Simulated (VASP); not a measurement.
Wanted: the native input for a VASP 6.6.1 run.

* Task: single point
* Functional: PBE
* Potentials or basis: VASP PAW PBE potentials, release 64 (Cd, Te, Se)
* Cutoff: 520 eV
* k mesh: 6 × 6 × 2
* Occupations: gaussian, width 0.1 eV
* Spin: no spin polarisation
* Dipole correction: no
* Further INCAR settings: ALGO = Normal; EDIFF = 1e-07; NBANDS = 36

The structure of Cd3Te2Se lies in POSCAR:

```
Cd3Te2Se
1.0
    4.5828216562      0.0000000000      0.0000000000
   -2.2914108281      3.9688399753      0.0000000000
    0.0000000000      0.0000000000     11.2126563236
Cd Te Se
3 2 1
Direct
    0.0000000000      0.0000000000      0.0006495423
    0.3333333333      0.6666666667      0.6540182672
    0.6666666667      0.3333333333      0.3458629260
    0.3333333333      0.6666666667      0.9095001388
    0.0000000000      0.0000000000      0.2548928010
    0.6666666667      0.3333333333      0.5850763247
```

These files were run (other wordings do the same):

INCAR

```
PREC = Accurate
ENCUT = 520
EDIFF = 1E-7
ISMEAR = 0
SIGMA = 0.1
LREAL = F
LASPH = T
NELM = 60
ALGO = Normal
ISIF = 2
LWAVE = F
LCHARG = F
GGA = PE
NBANDS = 36
```

KPOINTS

```
regular mesh
0
Gamma
  6 6 2
```

Potentials or basis: VASP PAW PBE potentials, release 64 (Cd, Te, Se).

The run is started by

```sh
$ cat potpaw_PBE.64/Cd/POTCAR potpaw_PBE.64/Te/POTCAR potpaw_PBE.64/Se/POTCAR > POTCAR
$ mpirun -np 1 vasp_std > vasp.out
```

It gave:

```
Pressure               : 0.2 GPa
Largest force          : 0.018 eV/Å
Band gap on the k mesh : 0.25 eV, direct
```

Caveat: spin-orbit coupling is left out, which moves the levels of the heavy elements.

It took 65 s on 1 thread of Intel(R) Xeon(R) Platinum 8559C (Emerald Rapids) (shared host), peak memory 0.36 GiB.
